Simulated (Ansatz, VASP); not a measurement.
**One calculation of CdS, two programs**

```
Cd S
1.0
     0.00000    2.99098    2.33296
     2.99098    0.00000    2.33296
     2.99098    2.99098    0.00000
Cd S
1 1
Direct
  0.00000 0.00000 0.00000
  0.50000 0.50000 0.50000
```

Alike in both runs: task single point; functional PBE; k mesh 12 × 12 × 12; occupations gaussian, width 0.03 eV; no spin polarisation.

|  | VASP | Ansatz |
| --- | --- | --- |
| version | VASP 6.6.1 | Ansatz 0.2.0 |
| potentials or method | VASP PAW PBE potentials, release 64 (Cd_sv_GW, S), cutoff 540 eV | scalar-relativistic, plane waves, PAW |
| valence electrons in the cell | 26 | 26 |

|  | VASP | Ansatz | Ansatz less VASP |
| --- | --- | --- | --- |
| gap on the k mesh at the Fermi level (eV) | none | none | - |
| pressure (GPa) | 8.0 | 9.3 | +1.25 |
| traceless stress, the component that is largest in VASP (GPa) | 19.17 | 19.23 | +0.061 |

A gap of «none» marks a metal or a gap that the smearing closes. The functional is the same, so the differences come from potentials, cutoffs and numerics.
